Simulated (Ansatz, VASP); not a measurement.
One calculation of Ga, two programs

```
Ga
1.0
     2.22870   -3.73704    0.00000
     2.22870    3.73704    0.00000
     0.00000    0.00000    4.41408
Ga
4
Cartesian
  2.2287 -1.1666 1.8298
  2.2287 -2.5705 4.0368
  2.2287 1.1666 2.5843
  2.2287 2.5705 0.3772
```

Alike in both runs: functional LDA; k mesh 10 × 10 × 8; occupations gaussian, width 0.1 eV; no spin polarisation.

Ansatz relaxed the structure, and its values are those at the end. VASP's run is a single point on that final structure, the one shown.

|  | VASP | Ansatz |
| --- | --- | --- |
| version | VASP 6.6.1 | Ansatz 0.2.0 |
| potentials or method | VASP PAW LDA potentials, release 64 (Ga_d), cutoff 520 eV | scalar-relativistic, plane waves, PAW |
| valence electrons in the cell | 52 | 52 |

VASP gave:

| Quantity | Value |
| --- | --- |
| gap on the k mesh at the Fermi level (eV) | none |
| pressure (GPa) | 0.2 |

Problem. What did Ansatz give for the same quantities?

Solution. gap on the k mesh at the Fermi level (eV): none; pressure (GPa): 0.0.

Ansatz warns that its potentials were made for another functional, while VASP's fit it. LDA's correlation is that of Perdew and Zunger in VASP and of Perdew and Wang (1992) in Ansatz. A gap of «none» marks a metal or a gap that the smearing closes.
